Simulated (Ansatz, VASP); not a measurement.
# W in VASP and in Ansatz

The input INCAR:

```
SYSTEM = W
  ALGO = Fast
  EDIFF = 1E-6
  ENCUT = 520
  GGA = PS
  ISIF = 2
  ISMEAR = 0
  LASPH = .True.
  LCHARG = .False.
  LREAL = .False.
  LWAVE = .False.
  NBANDS = 21
  NELM = 80
  PREC = Accurate
  SIGMA = 0.15
```

File KPOINTS:

```
k-points
0
Gamma
  24 24 14
  0 0 0
```

The input POSCAR:

```
W
1.0
   -1.5771801384      1.5771801384      1.5771801384
    1.5771801384     -1.5771801384      1.5771801384
    3.1543602768      3.1543602768      0.0000000000
W
2
Direct
    0.0594415297      0.0594415297      0.0000000000
    0.4405584703      0.4405584703      0.5000000000
```

Input for Ansatz:

```yaml
crystal:
  lattice:
    - [-1.5771801384, 1.5771801384, 1.5771801384]
    - [1.5771801384, -1.5771801384, 1.5771801384]
    - [3.1543602768, 3.1543602768, 0.0]
  atoms:
    - { symbol: W, position: [0.0594415297, 0.0594415297, 0.0] }
    - { symbol: W, position: [0.4405584703, 0.4405584703, 0.5] }
basis:
  ecutwfc: 420
kpoints:
  mp_grid: { grid: [24, 24, 14] }
hamiltonian:
  xc: pbesol
scf:
  occupations: { method: gaussian, width: 0.15 }
output:
  forces: true
  stress: true
  eigenvalues: true
```

Change from the starting cell: mode 4 (127.3 1/cm) frozen in, largest displacement +0.188 Å.

Alike in both runs: task single point; functional PBEsol; k mesh 24 × 24 × 14; occupations gaussian, width 0.15 eV; no spin polarisation.

```csv
,VASP,Ansatz
version,VASP 6.6.1,Ansatz 0.2.0
potentials or method,"VASP PAW PBE potentials, release 64 (W_sv), cutoff 520 eV","scalar-relativistic, plane waves, PAW"
valence electrons in the cell,28,28
```

VASP gave:

```
gap on the k mesh at the Fermi level (eV)                     : none
pressure (GPa)                                                : 8.5
traceless stress, the component that is largest in VASP (GPa) : 8.86
rms of the force components (eV/Å)                            : 1.667
```

**Question.** Which values does Ansatz return?

**Answer.** gap on the k mesh at the Fermi level (eV): none; pressure (GPa): 7.7; traceless stress, the component that is largest in VASP (GPa): 8.60; rms of the force components (eV/Å): 1.644.

VASP's potentials were made for PBE, not for PBEsol. Atom by atom the forces differ by 0.023 eV/Å (rms over components). A gap of «none» marks a metal or a gap that the smearing closes.

Spin-orbit coupling is off throughout.
